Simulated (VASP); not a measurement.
Input of a VASP 6.6.1 run:

The input POSCAR:

```
BeS
1.0
    0.0000000000      2.4343062304      2.4343062304
    2.4343062304      0.0000000000      2.4343062304
    2.4343062304      2.4343062304      0.0000000000
Be S
1 1
Direct
    0.0000000000      0.0000000000      0.0000000000
    0.2500000000      0.2500000000      0.2500000000
```

INCAR.step1

```
  ALGO = Normal
  EDIFF = 1E-4
  ENCUT = 520
  GGA = PE
  ISMEAR = 0
  LASPH = T
  LCHARG = F
  LREAL = F
  LWAVE = T
  NBANDS = 11
  NELM = 80
  PREC = Accurate
  SIGMA = 0.01
```

Contents of INCAR.step2:

```
  ALGO = Normal
  EDIFF = 1E-6
  ENCUT = 520
  ISIF = 2
  ISMEAR = 0
  ISTART = 1
  LASPH = T
  LCHARG = T
  LELF = T
  LMIXTAU = T
  LREAL = F
  LVHAR = T
  LWAVE = F
  METAGGA = R2SCAN
  NBANDS = 11
  NELM = 80
  PREC = Accurate
  SIGMA = 0.01
```

File KPOINTS:

```
k-points
0
Gamma
  10 10 10
```

Potentials or basis: VASP PAW PBE potentials, release 64 (Be, S).

Launch:

```console
$ cat potpaw_PBE.64/Be/POTCAR potpaw_PBE.64/S/POTCAR > POTCAR
$ cp INCAR.step1 INCAR
$ mpirun -np 1 vasp_std > vasp.out
$ cp INCAR.step2 INCAR
$ mpirun -np 1 vasp_std > vasp.out
```

Problem. Estimate the pressure.

Solution. 0.3 GPa.

Problem. Predict the band gap on the k mesh.

Solution. 3.60 eV, indirect (least direct gap 6.26 eV).

Caveat: the PAW data sets were made with another functional, which shifts forces and pressure a little. r2SCAN opens gaps a little over a GGA but as a rule still falls short of measured ones.
